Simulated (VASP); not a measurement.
A run of VASP 6.6.1 is set up as follows.

Contents of INCAR:

```
SYSTEM = CoSi2
ALGO = Normal ; EDIFF = 1E-7
ENCUT = 520 ; GGA = PE
ISIF = 2 ; ISMEAR = 0
LASPH = .TRUE. ; LCHARG = .TRUE.
LELF = .TRUE. ; LREAL = .FALSE.
LVHAR = .TRUE. ; LWAVE = .FALSE.
NBANDS = 26 ; NELM = 100
PREC = Accurate ; SIGMA = 0.1
```

File KPOINTS:

```
k-points
0
G
  10 10 8
  0 0 0
```

The input POSCAR:

```
CoSi2
1.0
    2.7201381442      2.7201381442      0.0000000000
   -2.7201381442      2.7201381442      0.0000000000
    0.0000000000      0.0000000000      5.3116392137
Co Si
2 4
Direct
    0.0000000000      0.0000000000      0.0000000000
    0.5000000000      0.5000000000      0.5000000000
    0.0000000000      0.5000000000      0.7500000000
    0.5000000000      0.0000000000      0.7500000000
    0.5000000000      0.0000000000      0.2500000000
    0.0000000000      0.5000000000      0.2500000000
```

Potentials or basis: VASP PAW PBE potentials, release 64 (Co, Si).

Command:

```sh
$ cat potpaw_PBE.64/Co/POTCAR potpaw_PBE.64/Si/POTCAR > POTCAR
$ mpirun -np 1 vasp_std > vasp.out
```

Task: Predict the pressure.

Result: -3.6 GPa.

Task: Predict the band gap on the k mesh.

Result: Zero (band 17 reaches 11.35 eV, above the bottom of band 18 at 8.52 eV).

Stress tensor (GPa, compression positive):
```
-4.45  0.00  0.00
 0.00 -4.45  0.00
 0.00  0.00 -2.04
```

Caveat: the cell differs from its parent crystal (biaxial strain in the a-b plane: +1.5 %). Spin polarisation is off, so any magnetic state and its effect on volume and gap are missing.
